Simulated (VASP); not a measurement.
Here is a VASP 6.6.1 calculation.

The input INCAR:

```
PREC = Accurate ; ENCUT = 600
EDIFF = 1E-6 ; ISMEAR = 0
SIGMA = 0.1 ; LREAL = F
LASPH = T ; NELM = 80
ALGO = Fast ; ISIF = 3
LWAVE = F ; LCHARG = F
GGA = PE ; IBRION = 2
NSW = 100 ; EDIFFG = -0.01
```

The input KPOINTS:

```
Automatic mesh
0
Gamma
  6 6 16
```

Contents of POSCAR:

```
Na3Rh
1.0
    7.8792713954      0.0000000000      0.0000000000
   -3.9396356977      6.8236491917      0.0000000000
    0.0000000000      0.0000000000      2.9131528479
Na Rh
3 1
Direct
    0.8204757574      0.1795242426      0.0000000000
    0.8204757574      0.6409515149      0.0000000000
    0.3590484851      0.1795242426      0.0000000000
    0.0000000000      0.0000000000      0.5000000000
```

Potentials or basis: VASP PAW PBE potentials, release 64 (Na_pv, Rh_pv).

The run is started by

```sh
$ cat potpaw_PBE.64/Na_pv/POTCAR potpaw_PBE.64/Rh_pv/POTCAR > POTCAR
$ mpirun -np 1 vasp_std > vasp.out
```

What does it give for the band gap on the k mesh?

Zero (bands 18 and 19 overlap by 2.75 eV).

What does it give for the relaxed volume?

38.96 Å³/atom.

Estimate the relaxed cell.

a = 7.965 Å, b = 7.965 Å, c = 2.837 Å, α = 90.00°, β = 90.00°, γ = 120.00°.

Predict the space group after relaxing (to 0.1 Å).

P-6m2 (No. 187).

Final structure:
```cif
data_structure
_symmetry_space_group_name_H-M 'P 1'
_symmetry_Int_Tables_number 1
_cell_length_a 7.9649
_cell_length_b 7.9649
_cell_length_c 2.8366
_cell_angle_alpha 90.000
_cell_angle_beta 90.000
_cell_angle_gamma 120.000
_cell_volume 155.84
loop_
_atom_site_label
_atom_site_type_symbol
_atom_site_fract_x
_atom_site_fract_y
_atom_site_fract_z
_atom_site_occupancy
Na1 Na 0.81975 0.18025 0.00000 1
Na2 Na 0.81975 0.63951 0.00000 1
Na3 Na 0.36049 0.18025 0.00000 1
Rh1 Rh 0.00000 0.00000 0.50000 1
```
